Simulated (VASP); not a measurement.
# RhCl (P4/nmm) in VASP: a series of runs, part 2 of 2

VASP 6.6.1. Earlier steps stand in the parts before.

## Step 4: Relaxation of cell and atoms, PBE

This run uses another cell than the first one, of 20.18 Å³/atom, 1.172 times its volume.

Contents of INCAR:

```
SYSTEM = RhCl
PREC     = Accurate       ! precision mode
ENCUT    = 600            ! plane-wave cutoff, eV
EDIFF    = 1E-6           ! SCF threshold, eV
ISMEAR   = 0              ! smearing method
SIGMA    = 0.1            ! smearing width, eV
LREAL    = .FALSE.        ! projectors in reciprocal space
LASPH    = .TRUE.         ! aspherical terms in the spheres
NELM     = 80             ! most SCF steps
ALGO     = Normal         ! electronic algorithm
ISIF     = 3              ! what is computed and relaxed
LWAVE    = .FALSE.        ! write WAVECAR
LCHARG   = .FALSE.        ! write CHGCAR
GGA      = PE             ! functional
IBRION   = 2              ! ionic algorithm
NSW      = 90             ! ionic steps
EDIFFG   = -0.04          ! ionic threshold
```

Contents of KPOINTS:

```
regular mesh
0
G
  4 4 4
  0 0 0
```

Contents of POSCAR:

```
RhCl
1.0
    3.9972552783      0.0000000000      0.0000000000
    0.0000000000      3.9972552783      0.0000000000
    0.0000000000      0.0000000000      5.0508796315
Rh Cl
2 2
Direct
    0.0000000000      0.5000000000      0.2351000000
    0.5000000000      0.0000000000      0.7649000000
    0.0000000000      0.0000000000      0.0000000000
    0.5000000000      0.5000000000      0.0000000000
```

Started as:

```sh
> cat potpaw_PBE.64/Rh_pv/POTCAR potpaw_PBE.64/Cl/POTCAR > POTCAR
> mpirun -np 1 vasp_std > vasp.out
```

It took 13 min on 1 thread of Oxide Virtual Turin-like, shared host; peak memory 0.2 GiB.

Results (log left out):

- Free energy: -16.8611 eV
- Relaxed volume: 17.16 Å³/atom
- Relaxed cell: a = 4.852 Å, b = 4.852 Å, c = 2.916 Å, α = 90.00°, β = 90.00°, γ = 90.00°
- Space group after relaxing (to 0.05 Å): P4/nmm (No. 129)
- Energy gained by relaxing: 687.7 meV/atom
- Ionic steps: 27
- Pressure after relaxing: 0.1 GPa
- Largest force after relaxing: 0.014 eV/Å
- Band gap on the k mesh: zero (band 22 reaches 8.87 eV, above the bottom of band 23 at 6.86 eV)

Forces in eV/Å, atoms in the order of the input:
```
Rh   0.000  0.000 -0.014
Rh   0.000  0.000  0.014
Cl   0.000  0.000  0.000
Cl   0.000  0.000  0.000
```

Stress tensor (GPa, compression positive):
```
-0.04  0.00  0.00
 0.00 -0.04  0.00
 0.00  0.00  0.36
```

The path:
```csv
step,energy change (eV),largest force (eV/Å),pressure (GPa),volume (Å³)
1,0.0000,0.8453,11.90,80.70
2,-0.6637,1.2715,-5.90,98.96
3,-0.7458,0.9103,-2.88,93.42
4,-1.0879,0.8056,-2.91,90.90
5,-1.4870,0.6835,-3.18,86.44
6,-2.2676,0.9872,-4.64,74.96
7,58.2715,0.4299,501.65,40.83
8,-1.7111,1.1401,-6.87,74.48
9,-1.8329,1.2849,-6.15,72.54
10,0.3252,0.5883,27.42,58.33
11,-1.8241,1.4264,-3.79,69.22
12,-1.8354,1.3620,-5.14,70.55
13,-1.9821,1.0710,10.41,61.16
14,-2.0490,1.2637,3.52,64.24
15,-2.3765,0.6877,6.70,64.06
16,-2.4147,0.3937,8.85,63.96
17,-2.6172,0.2692,1.33,68.83
18,-2.6368,0.2402,-1.20,71.05
19,-2.6497,0.1965,-1.01,70.80
20,-2.6758,0.1368,-0.34,70.04
21,-2.7311,0.1665,0.70,68.49
22,-2.6401,0.0060,3.77,65.22
23,-2.7387,0.1264,1.20,67.75
24,-2.7390,0.1089,1.38,67.54
25,-2.7454,0.0516,-0.45,68.69
26,-2.7458,0.0612,-0.10,68.46
27,-2.7509,0.0144,0.09,68.64
```

Final structure:
```yaml
crystal:
  lattice:
    - [4.85207, 0.00000, 0.00000]
    - [0.00000, 4.85207, 0.00000]
    - [0.00000, 0.00000, 2.91557]
  atoms:
    - { symbol: Rh, position: [0.00000, 0.50000, 0.04013] }
    - { symbol: Rh, position: [0.50000, 0.00000, 0.95987] }
    - { symbol: Cl, position: [0.00000, 0.00000, 0.00000] }
    - { symbol: Cl, position: [0.50000, 0.50000, 0.00000] }
```

Levels at points of the mesh, in eV from the Fermi level:
| k point | band 18 | band 19 | band 20 | band 21 | band 22 | band 23 | band 24 | band 25 | band 26 |
| --- | --- | --- | --- | --- | --- | --- | --- | --- | --- |
| (0.00, 0.00, 0.00) | -1.57 | -0.62 | -0.62 | -0.50 | -0.43 | -0.28 | -0.28 | 1.30 | 1.45 |
| (0.50, 0.00, 0.00) | -1.05 | -0.59 | -0.59 | -0.45 | -0.45 | 0.30 | 0.30 | 5.31 | 5.31 |
| (0.50, 0.50, 0.00) | -0.72 | -0.22 | -0.22 | 0.65 | 0.65 | 2.39 | 2.39 | 4.25 | 4.25 |
| (0.00, 0.00, 0.50) | -1.80 | -1.62 | -1.62 | -0.40 | -0.23 | -0.12 | 0.21 | 5.18 | 5.85 |
| (0.50, 0.00, 0.50) | -1.13 | -0.81 | -0.81 | -0.52 | -0.52 | 1.75 | 1.75 | 3.62 | 3.62 |
| (0.50, 0.50, 0.50) | -0.79 | -0.66 | -0.66 | 1.56 | 1.56 | 2.19 | 2.19 | 2.52 | 2.52 |

Caveat: the k points lie up to 0.54 Å⁻¹ apart in the final cell.

## Step 5: Relaxation of cell and atoms, PBE

Contents of INCAR:

```
PREC = Accurate
ENCUT = 600
EDIFF = 1E-6
ISMEAR = 0
SIGMA = 0.1
LREAL = False
LASPH = True
NELM = 60
ALGO = Normal
ISIF = 3
LWAVE = False
LCHARG = False
GGA = PE
IBRION = 2
NSW = 90
EDIFFG = -0.04
```

Contents of KPOINTS:

```
regular mesh
0
Gamma
  4 4 6
```

Contents of POSCAR:

```
RhCl
1.0
    4.8531391312      0.0000000000      0.0000000000
    0.0000000000      4.8531391312      0.0000000000
    0.0000000000      0.0000000000      2.9244382267
Rh Cl
2 2
Direct
    0.0000000000      0.5000000000      0.0380411690
    0.5000000000      0.0000000000      0.9619588310
    0.0000000000      0.0000000000      0.0000000000
    0.5000000000      0.5000000000      0.0000000000
```

Started as:

```sh
> cat potpaw_PBE.64/Rh_pv/POTCAR potpaw_PBE.64/Cl/POTCAR > POTCAR
> mpirun -np 1 vasp_std > vasp.out
```

Wall time 3.8 min (1 thread of Oxide Virtual Turin-like, shared host); peak memory 0.18 GiB.

It converged, with:

```
Free energy                            : -16.6586 eV
Relaxed volume                         : 17.68 Å³/atom
Relaxed cell                           : a = 4.827 Å, b = 4.827 Å, c = 3.035 Å, α = 90.00°, β = 90.00°, γ = 90.00°
Space group after relaxing (to 0.05 Å) : P4/nmm (No. 129)
Energy gained by relaxing              : 7.6 meV/atom
Ionic steps                            : 10
Pressure after relaxing                : -0.3 GPa
Largest force after relaxing           : 0.003 eV/Å
Band gap on the k mesh                 : zero (band 22 reaches 8.17 eV, above the bottom of band 23 at 6.49 eV)
```

Forces on the atoms (eV/Å):
```
Rh   0.000  0.000  0.003
Rh   0.000  0.000 -0.003
Cl   0.000  0.000  0.000
Cl   0.000  0.000  0.000
```

Step by step:
| step | energy change (eV) | largest force (eV/Å) | pressure (GPa) | volume (Å³) |
| --- | --- | --- | --- | --- |
| 1 | 0.0000 | 0.0465 | 0.80 | 68.88 |
| 2 | -0.0186 | 0.0748 | 0.50 | 69.73 |
| 3 | -0.0207 | 0.0876 | 0.42 | 70.13 |
| 4 | -0.0215 | 0.0765 | -0.38 | 70.70 |
| 5 | -0.0216 | 0.0788 | -0.20 | 70.57 |
| 6 | -0.0225 | 0.0766 | -0.19 | 70.58 |
| 7 | -0.0252 | 0.0668 | -0.18 | 70.60 |
| 8 | -0.0290 | 0.0407 | -0.22 | 70.66 |
| 9 | -0.0291 | 0.0432 | -0.41 | 70.77 |
| 10 | -0.0305 | 0.0034 | -0.31 | 70.71 |

Final structure:
```xyz
4
Lattice="4.8267 0.0000 0.0000 0.0000 4.8267 0.0000 0.0000 0.0000 3.0353" Properties=species:S:1:pos:R:3 pbc="T T T"
Rh    0.0000    2.4133    0.2176
Rh    2.4133    0.0000    2.8177
Cl    0.0000    0.0000    0.0000
Cl    2.4133    2.4133    0.0000
```

Levels at points of the mesh, in eV from the Fermi level:
```
           k point  band 19  band 20  band 21  band 22  band 23  band 24  band 25  band 26
(0.00, 0.00, 0.00)    -0.68    -0.68    -0.47    -0.39    -0.39    -0.34     1.46     1.64
(0.50, 0.00, 0.00)    -0.54    -0.54    -0.52    -0.52     0.15     0.15     5.29     5.29
(0.50, 0.50, 0.00)    -0.40    -0.40     0.43     0.43     2.42     2.42     4.37     4.37
(0.00, 0.00, 0.50)    -1.31    -1.31    -0.44    -0.21    -0.13     0.14     5.03     5.45
(0.50, 0.00, 0.50)    -0.82    -0.82    -0.42    -0.42     1.41     1.41     3.70     3.70
(0.50, 0.50, 0.50)    -0.63    -0.63     1.21     1.21     2.31     2.31     2.45     2.45
```

## Step 6: Single point, PBE, collinear spin, ferromagnetic start

This run uses another cell than the first one, of 20.18 Å³/atom, 1.172 times its volume.

Contents of INCAR:

```
PREC = Accurate
ENCUT = 520
EDIFF = 1E-6
ISMEAR = 0
SIGMA = 0.1
LREAL = False
LASPH = True
NELM = 150
ALGO = Normal
ISIF = 2
LWAVE = False
LCHARG = False
ISPIN = 2
MAGMOM = 1 1 0 0
LORBIT = 11
LMAXMIX = 4
GGA = PE
NBANDS = 34
```

Contents of KPOINTS:

```
Automatic mesh
0
Gamma
  4 4 4
```

Contents of POSCAR:

```
RhCl
1.0
    3.9972552783      0.0000000000      0.0000000000
    0.0000000000      3.9972552783      0.0000000000
    0.0000000000      0.0000000000      5.0508796315
Rh Cl
2 2
Direct
    0.0000000000      0.5000000000      0.2351000000
    0.5000000000      0.0000000000      0.7649000000
    0.0000000000      0.0000000000      0.0000000000
    0.5000000000      0.5000000000      0.0000000000
```

Potentials or basis: VASP PAW PBE potentials, release 64 (Rh_pv, Cl).

Started as:

```sh
> cat potpaw_PBE.64/Rh_pv/POTCAR potpaw_PBE.64/Cl/POTCAR > POTCAR
> mpirun -np 1 vasp_std > vasp.out
```

Wall time 89 s (1 thread of Oxide Virtual Turin-like, shared host); peak memory 0.21 GiB.

The run converged. Its results:

```yaml
Free_energy: -14.1097 eV
Pressure: 11.9 GPa
Largest_force: 0.845 eV/Å
Band_gap_on_the_k_mesh: zero (filled and empty bands overlap)
Net_moment: 0.00 μB per cell
Valence_electrons_inside_the_program's_atomic_spheres: Rh 13.78; Cl 5.03
```

Forces on the atoms (eV/Å):
```
Rh   0.000  0.000  0.845
Rh   0.000  0.000 -0.845
Cl   0.000  0.000  0.000
Cl   0.000  0.000  0.000
```

Stress tensor (GPa, compression positive):
```
19.29  0.00  0.00
 0.00 19.29  0.00
 0.00  0.00 -2.85
```

Levels at points of the mesh, in eV from the Fermi level:
Spin up:
| k point | band 20 | band 21 | band 22 | band 23 | band 24 | band 25 |
| --- | --- | --- | --- | --- | --- | --- |
| (0.00, 0.00, 0.00) | -1.16 | -0.38 | -0.38 | 0.10 | 0.10 | 1.24 |
| (0.50, 0.00, 0.00) | -1.61 | -0.05 | -0.05 | 0.42 | 0.42 | 2.41 |
| (0.50, 0.50, 0.00) | -1.51 | -1.41 | -1.41 | 0.56 | 0.56 | 3.73 |
| (0.00, 0.00, 0.50) | -0.14 | -0.14 | 0.30 | 0.30 | 1.20 | 1.42 |
| (0.50, 0.00, 0.50) | -1.89 | -0.29 | -0.29 | 0.24 | 0.24 | 2.84 |
| (0.50, 0.50, 0.50) | -1.73 | -1.28 | -1.28 | 0.53 | 0.53 | 3.03 |
Spin down:
```tsv
k point	band 18	band 19	band 20	band 21	band 22	band 23	band 24	band 25	band 26	band 27
(0.00, 0.00, 0.00)	-1.25	-1.25	-1.16	-0.38	-0.38	0.10	0.10	1.24	4.46	6.89
(0.50, 0.00, 0.00)	-2.11	-1.61	-1.61	-0.05	-0.05	0.42	0.42	2.41	2.41	7.58
(0.50, 0.50, 0.00)	-2.16	-1.51	-1.51	-1.41	-1.41	0.56	0.56	3.73	3.73	4.87
(0.00, 0.00, 0.50)	-1.71	-0.91	-0.14	-0.14	0.30	0.30	1.20	1.42	4.34	4.63
(0.50, 0.00, 0.50)	-1.89	-1.89	-1.89	-0.29	-0.29	0.24	0.24	2.84	2.84	7.60
(0.50, 0.50, 0.50)	-2.11	-1.73	-1.73	-1.28	-1.28	0.53	0.53	3.03	3.03	6.73
```

Caveat: the k points lie up to 0.39 Å⁻¹ apart.

## Step 7: Overview

```tsv
task	spin	cell	k mesh	cutoff (eV)	gap on the mesh (eV)	pressure (GPa)	relaxed volume (Å³/atom)	largest force (eV/Å)
single point	off	a = 4.853, b = 4.853, c = 2.924 Å, 4 atoms	4 × 4 × 4	520	none	0.0	-	-
single point	off	a = 4.824, b = 4.824, c = 3.030 Å, 4 atoms	4 × 4 × 6	520	none	-0.2	-	0.02
relaxation of cell and atoms	off	relaxed from a = 3.997, b = 3.997, c = 5.051 Å, 4 atoms	4 × 4 × 4	600	none	0.1	17.16	0.01
relaxation of cell and atoms	off	relaxed from a = 4.853, b = 4.853, c = 2.924 Å, 4 atoms	4 × 4 × 6	600	none	-0.3	17.68	-
single point	collinear, ferromagnetic start	a = 3.997, b = 3.997, c = 5.051 Å, 4 atoms	4 × 4 × 4	520	none	11.9	-	0.85
```

Alike in all rows: level PBE; potentials or basis VASP PAW PBE potentials, release 64 (Rh_pv, Cl); smearing gaussian 0.1 eV.

Caveats: some runs use coarse meshes.

Absolute energies hang on the potentials; compare differences alone.
